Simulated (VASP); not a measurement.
# AlNi3 (Pm-3m) in VASP: notebook, part 2 of 2

VASP 6.6.1. Earlier steps stand in the parts before.

### Step 4. Single point, RPBE+D4, collinear spin, ferromagnetic start

This run uses another cell than the first one, of 10.90 Å³/atom.

The input, INCAR:

```
PREC     = Accurate       # precision mode
ENCUT    = 520            # plane-wave cutoff, eV
EDIFF    = 1E-6           # SCF threshold, eV
ISMEAR   = -1             # smearing method
SIGMA    = 0.05           # smearing width, eV
LREAL    = F              # projectors in reciprocal space
LASPH    = T              # aspherical terms in the spheres
NELM     = 150            # most SCF steps
ALGO     = Normal         # electronic algorithm
ISIF     = 2              # what is computed and relaxed
LWAVE    = F              # write WAVECAR
LCHARG   = F              # write CHGCAR
ISPIN    = 2              # spin polarisation
MAGMOM   = 1 1 1 0        # initial moments
LORBIT   = 11             # projections on sites
LMAXMIX  = 4              # l up to which the mixer works
GGA      = RP             # functional
IVDW     = 13             # dispersion correction
NBANDS   = 28             # bands
```

The input, KPOINTS:

```
regular mesh
0
Gamma
  6 6 6
```

The input, POSCAR:

```
AlNi3
1.0
    3.5199591547      0.0000000000      0.0000000000
    0.0000000000      3.5199591547      0.0000000000
    0.0000000000      0.0000000000      3.5199591547
Ni Al
3 1
Direct
    0.5000000000      0.5000000000      0.0000000000
    0.5000000000      0.0000000000      0.5000000000
    0.0000000000      0.5000000000      0.5000000000
    0.0000000000      0.0000000000      0.0000000000
```

Command:

```console
> cat potpaw_PBE.64/Ni/POTCAR potpaw_PBE.64/Al/POTCAR > POTCAR
> mpirun -np 1 vasp_std > vasp.out
```

It took 48 s on 1 thread of Intel Xeon Platinum 8488C (Sapphire Rapids), shared host; peak memory 0.18 GiB.

Results (log left out):

* Free energy: -23.6235 eV
* Pressure: 0.1 GPa
* Net moment: 0.70 μB per cell
* Site moments: Ni +0.25; Al -0.01 μB
* Valence electrons inside the program's atomic spheres: Ni 9.44; Al 0.82
* Dispersion energy per atom: -0.918 eV

Levels at points of the mesh, in eV from the Fermi level:
Spin up:
| k point | band 14 | band 15 | band 16 | band 17 | band 18 | band 19 | band 20 | band 21 |
| --- | --- | --- | --- | --- | --- | --- | --- | --- |
| (0.00, 0.00, 0.00) | -0.08 | -0.08 | -0.08 | 0.89 | 0.89 | 0.89 | 6.73 | 6.73 |
| (0.50, 0.00, 0.00) | -1.22 | -1.08 | -0.53 | -0.08 | 5.67 | 5.67 | 5.70 | 5.70 |
| (0.50, 0.50, 0.00) | -1.24 | -1.02 | -1.00 | -0.60 | 0.88 | 0.88 | 8.32 | 8.32 |
| (0.50, 0.50, 0.50) | -1.11 | -1.11 | -0.26 | -0.26 | -0.26 | -0.22 | 3.62 | 4.19 |
Spin down:
```
           k point  band 14  band 15  band 16  band 17  band 18  band 19
(0.00, 0.00, 0.00)     0.37     0.37     0.37     0.84     0.84     0.84
(0.50, 0.00, 0.00)    -0.95    -0.85    -0.34     0.37     5.72     5.72
(0.50, 0.50, 0.00)    -1.13    -0.81    -0.60    -0.47     1.17     1.17
(0.50, 0.50, 0.50)    -0.92    -0.92    -0.25     0.12     0.12     0.12
```

Caveat: the PAW data sets were made with another functional, which shifts forces and pressure a little.

### Step 5. Single point, RPBE, collinear spin, ferromagnetic start

This run uses another cell than the first one, of 11.65 Å³/atom.

The input, INCAR:

```
SYSTEM = AlNi3
PREC = Accurate
ENCUT = 520
EDIFF = 1E-7
ISMEAR = -1
SIGMA = 0.05
LREAL = .FALSE.
LASPH = .TRUE.
NELM = 150
ALGO = Normal
ISIF = 2
LWAVE = .FALSE.
LCHARG = .TRUE.
ISPIN = 2
MAGMOM = 1 1 1 0
LORBIT = 11
LMAXMIX = 4
GGA = RP
LELF = .TRUE.
LVHAR = .TRUE.
NBANDS = 28
```

The input, KPOINTS:

```
regular mesh
0
G
  6 6 6
  0 0 0
```

The input, POSCAR:

```
AlNi3
1.0
    3.5982051058      0.0000000000      0.0000000000
    0.0000000000      3.5982051058      0.0000000000
    0.0000000000      0.0000000000      3.5982051058
Ni Al
3 1
Direct
    0.5000000000      0.5000000000      0.0000000000
    0.5000000000      0.0000000000      0.5000000000
    0.0000000000      0.5000000000      0.5000000000
    0.0000000000      0.0000000000      0.0000000000
```

Command:

```console
> cat potpaw_PBE.64/Ni/POTCAR potpaw_PBE.64/Al/POTCAR > POTCAR
> mpirun -np 1 vasp_std > vasp.out
```

Wall time 55 s (1 thread of Intel Xeon Platinum 8488C (Sapphire Rapids), shared host); peak memory 0.19 GiB.

The run converged. Its results:

```
Free energy                                           : -20.0660 eV
Pressure                                              : 0.1 GPa
Net moment                                            : 0.73 μB per cell
Site moments                                          : Ni +0.26; Al -0.01 μB
Valence electrons inside the program's atomic spheres : Ni 9.32; Al 0.79
```

Levels at points of the mesh, in eV from the Fermi level:
Spin up:
| k point | band 14 | band 15 | band 16 | band 17 | band 18 | band 19 | band 20 | band 21 |
| --- | --- | --- | --- | --- | --- | --- | --- | --- |
| (0.00, 0.00, 0.00) | -0.13 | -0.13 | -0.13 | 0.88 | 0.88 | 0.88 | 6.36 | 6.36 |
| (0.50, 0.00, 0.00) | -1.13 | -1.01 | -0.51 | -0.12 | 5.33 | 5.33 | 5.48 | 5.48 |
| (0.50, 0.50, 0.00) | -1.15 | -0.97 | -0.94 | -0.57 | 0.76 | 0.76 | 7.90 | 8.01 |
| (0.50, 0.50, 0.50) | -1.03 | -1.03 | -0.28 | -0.28 | -0.28 | -0.10 | 3.18 | 3.86 |
Spin down:
| k point | band 14 | band 15 | band 16 | band 17 | band 18 | band 19 |
| --- | --- | --- | --- | --- | --- | --- |
| (0.00, 0.00, 0.00) | 0.34 | 0.34 | 0.34 | 0.82 | 0.82 | 0.82 |
| (0.50, 0.00, 0.00) | -0.86 | -0.77 | -0.32 | 0.34 | 5.38 | 5.38 |
| (0.50, 0.50, 0.00) | -1.04 | -0.74 | -0.53 | -0.42 | 1.07 | 1.07 |
| (0.50, 0.50, 0.50) | -0.84 | -0.84 | -0.14 | 0.11 | 0.11 | 0.11 |

Caveat: the PAW data sets were made with another functional, which shifts forces and pressure a little.

### Step 6. Relaxation of cell and atoms, RPBE, collinear spin, ferromagnetic start

The input, INCAR:

```
SYSTEM = AlNi3
PREC = Accurate
ENCUT = 600
EDIFF = 1E-6
ISMEAR = -1
SIGMA = 0.05
LREAL = .False.
LASPH = .True.
NELM = 150
ALGO = Normal
ISIF = 3
LWAVE = .False.
LCHARG = .False.
ISPIN = 2
MAGMOM = 1 1 1 0
LORBIT = 11
LMAXMIX = 4
GGA = RP
IBRION = 2
NSW = 80
EDIFFG = -0.02
```

The input, KPOINTS:

```
Automatic mesh
0
Gamma
  6 6 6
  0 0 0
```

The input, POSCAR:

```
AlNi3
1.0
    3.5230547267      0.0000000000      0.0000000000
    0.0000000000      3.5230547267      0.0000000000
    0.0000000000      0.0000000000      3.5230547267
Ni Al
3 1
Direct
    0.5000000000      0.5000000000      0.0000000000
    0.5000000000      0.0000000000      0.5000000000
    0.0000000000      0.5000000000      0.5000000000
    0.0000000000      0.0000000000      0.0000000000
```

Potentials or basis: VASP PAW PBE potentials, release 64 (Ni, Al).

Command:

```console
> cat potpaw_PBE.64/Ni/POTCAR potpaw_PBE.64/Al/POTCAR > POTCAR
> mpirun -np 1 vasp_std > vasp.out
```

Wall time 1.8 min (1 thread of Intel Xeon Platinum 8488C (Sapphire Rapids), shared host); peak memory 0.19 GiB.

The run converged. Its results:

- Free energy: -20.0637 eV
- Relaxed volume: 11.66 Å³/atom
- Relaxed cell: a = 3.599 Å, b = 3.599 Å, c = 3.599 Å, α = 90.00°, β = 90.00°, γ = 90.00°
- Space group after relaxing (to 0.1 Å): Pm-3m (No. 221)
- Energy gained by relaxing: 25.9 meV/atom
- Ionic steps: 3
- Pressure after relaxing: 0.0 GPa
- Net moment: -0.73 μB per cell
- Site moments: Ni -0.26; Al +0.01 μB
- Valence electrons inside the program's atomic spheres: Ni 9.32; Al 0.79

Step by step:
```csv
step,energy change (eV),largest force (eV/Å),pressure (GPa),volume (Å³)
1,0.0000,0.0000,12.38,43.73
2,-0.0320,0.0000,-8.16,49.30
3,-0.1038,0.0000,-0.03,46.62
```

Final structure:
```xyz
4
Lattice="3.5991 0.0000 0.0000 0.0000 3.5991 0.0000 0.0000 0.0000 3.5991" Properties=species:S:1:pos:R:3 pbc="T T T"
Ni    1.7996    1.7996    0.0000
Ni    1.7996    0.0000    1.7996
Ni    0.0000    1.7996    1.7996
Al    0.0000    0.0000    0.0000
```

Levels at points of the mesh, in eV from the Fermi level:
Spin up:
```tsv
k point	band 12	band 13	band 14	band 15	band 16	band 17	band 18	band 19	band 20	band 21
(0.00, 0.00, 0.00)	-0.39	0.01	0.34	0.34	0.34	0.82	0.82	0.82	6.44	6.44
(0.50, 0.00, 0.00)	-0.98	-0.86	-0.86	-0.77	-0.32	0.34	5.38	5.38	5.52	5.52
(0.50, 0.50, 0.00)	-1.07	-1.07	-1.04	-0.74	-0.53	-0.42	1.07	1.07	7.90	8.03
(0.50, 0.50, 0.50)	-1.10	-1.10	-0.84	-0.84	-0.14	0.11	0.11	0.11	3.27	4.07
```
Spin down:
```tsv
k point	band 14	band 15	band 16	band 17	band 18	band 19	band 20	band 21
(0.00, 0.00, 0.00)	-0.13	-0.13	-0.13	0.88	0.88	0.88	6.36	6.36
(0.50, 0.00, 0.00)	-1.13	-1.01	-0.51	-0.12	5.33	5.33	5.48	5.48
(0.50, 0.50, 0.00)	-1.15	-0.97	-0.94	-0.56	0.76	0.76	7.89	8.00
(0.50, 0.50, 0.50)	-1.03	-1.03	-0.28	-0.28	-0.28	-0.10	3.18	3.86
```

Caveat: the PAW data sets were made with another functional, which shifts forces and pressure a little.

### Step 7. The runs side by side

```csv
task,level,cell,k mesh,cutoff (eV),gap on the mesh (eV),pressure (GPa),moment (μB)
relaxation of cell and atoms,PBE+D3(BJ),"relaxed from a = 3.523 Å, 4 atoms",8 × 8 × 8,600,none,0.1,0.67
single point,RPBE+D3(BJ),"a = 3.404 Å, 4 atoms",6 × 6 × 6,520,none,-0.1,0.63
single point,RPBE+D4,"a = 3.520 Å, 4 atoms",6 × 6 × 6,520,none,0.1,0.70
single point,RPBE,"a = 3.598 Å, 4 atoms",6 × 6 × 6,520,none,0.1,0.73
relaxation of cell and atoms,RPBE,"relaxed from a = 3.523 Å, 4 atoms",6 × 6 × 6,600,none,0.0,0.73
```

Alike in all rows: potentials or basis VASP PAW PBE potentials, release 64 (Ni, Al); spin collinear, ferromagnetic start; smearing fermi-dirac 0.05 eV.

Caveats: the PAW data sets were made with another functional, which shifts forces and pressure a little (at least some runs); the relaxation stopped at its first step, so nothing moved (at least some runs); the dispersion term is far too large for a dense solid, which distorts pressure and volume (at least some runs).

Total energies depend on the potentials used, so only differences within one code and one set of settings carry meaning.
